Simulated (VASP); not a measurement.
The system is KBr.

```
CELL_PARAMETERS angstrom
4.04350 0.00000 0.00000
0.00000 4.04350 0.00000
0.00000 0.00000 4.04350
ATOMIC_POSITIONS crystal
K 0.00000 0.00000 0.00000
Br 0.50000 0.50000 0.50000
```

Base run:

- Program: VASP 6.6.1
- Functional: LDA
- Potentials or basis: VASP PAW LDA potentials, release 64 (K_sv, Br)
- Cutoff: 520 eV
- k mesh: 4 × 4 × 4
- Occupations: gaussian, width 0.01 eV
- Spin: no spin polarisation

Its results: band gap on the k mesh 3.48 eV, indirect (least direct gap 3.75 eV); pressure -2.6 GPa.

**Question.** The run is repeated on the same cell with these changes: functional from LDA to PBEsol; potentials or basis from VASP PAW LDA potentials, release 64 (K_sv, Br) to VASP PAW PBE potentials, release 64 (K_sv, Br). What comes out?

**Answer.** Band gap on the k mesh 3.70 eV, indirect (least direct gap 3.97 eV); pressure -1.2 GPa.

Caveats: the PAW data sets were made with another functional, which shifts forces and pressure a little (some runs).

A k mesh can miss the band edges.
